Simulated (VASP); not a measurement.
Na3I2: relaxation of cell and atoms with PBE

Na3I2:

```
Na I
1.0
     3.62203    2.09118    6.59263
    -3.62203    2.09118    6.59263
     0.00000   -4.18236    6.59263
Na I
6 4
Cartesian
  -1.4035 -2.0912 8.2408
  2.5128 -0.1699 8.2408
  -1.1092 2.2611 8.2408
  1.4035 2.0912 11.5371
  -2.5128 0.1699 11.5371
  1.1092 -2.2611 11.5371
  0.0000 0.0000 16.8543
  0.0000 0.0000 12.8125
  0.0000 0.0000 2.9236
  0.0000 0.0000 6.9654
```

```
Program                : VASP 6.6.1
Task                   : relaxation of cell and atoms
Functional             : PBE
Potentials or basis    : VASP PAW PBE potentials, release 64 (Na_pv, I)
Cutoff                 : 500 eV
k mesh                 : 3 × 3 × 3
Occupations            : gaussian, width 0.1 eV
Spin                   : no spin polarisation
Dipole correction      : no
Further INCAR settings : ALGO = Normal; EDIFF = 1e-07; IBRION = 2; EDIFFG = -0.04; NSW = 90; ISIF = 3
```

```
Relaxed volume                        : 43.09 Å³/atom
Relaxed cell                          : a = 8.798 Å, b = 8.798 Å, c = 8.798 Å, α = 55.46°, β = 55.46°, γ = 55.46°
Space group after relaxing (to 0.1 Å) : R-3c (No. 167)
Energy gained by relaxing             : 241.9 meV/atom
Ionic steps                           : 5
Pressure after relaxing               : 0.0 GPa
Largest force after relaxing          : 0.039 eV/Å
Band gap on the k mesh                : 0.21 eV (least direct gap 0.36 eV)
```

Forces in eV/Å, atoms in the order of the input:
```
Na  -0.022  0.000  0.000
Na   0.011 -0.019  0.000
Na   0.011  0.019  0.000
Na   0.022  0.000  0.000
Na  -0.011  0.019  0.000
Na  -0.011 -0.019  0.000
I    0.000  0.000 -0.039
I    0.000  0.000  0.039
I    0.000  0.000  0.039
I    0.000  0.000 -0.039
```

Step by step:
| step | energy change (eV) | largest force (eV/Å) | pressure (GPa) | volume (Å³) |
| --- | --- | --- | --- | --- |
| 1 | 0.0000 | 0.2248 | 8.09 | 299.61 |
| 2 | -2.0598 | 0.0870 | 2.16 | 370.06 |
| 3 | -2.3780 | 0.0517 | 0.61 | 408.46 |
| 4 | -2.4176 | 0.0403 | 0.10 | 426.68 |
| 5 | -2.4190 | 0.0386 | 0.00 | 430.86 |

Final structure:
```xyz
10
Lattice="4.0941 2.3637 7.4205 -4.0941 2.3637 7.4205 0.0000 -4.7274 7.4205" Properties=species:S:1:pos:R:3 pbc="T T T"
Na   -1.5944   -2.3637    9.2756
Na    2.8443   -0.1990    9.2756
Na   -1.2498    2.5627    9.2756
Na    1.5944    2.3637   12.9858
Na   -2.8443    0.1990   12.9858
Na    1.2498   -2.5627   12.9858
I     0.0000    0.0000   18.9499
I     0.0000    0.0000   14.4422
I     0.0000    0.0000    3.3115
I     0.0000    0.0000    7.8192
```

Levels at points of the mesh, in eV from the valence-band top:
```
           k point  band 33  band 34  band 35  band 36  band 37  band 38
(0.00, 0.00, 0.00)    -4.39    -4.29    -1.41     0.65     0.65     0.78
```

Run time: 13 min on 1 thread of Oxide Virtual Turin-like Processor (shared host), peak memory 0.51 GiB.

Caveat: the volume moved by over 15 % at a fixed basis, so the end points are rough; spin-orbit coupling is left out, which moves the levels of the heavy elements. A k mesh can miss the band edges.
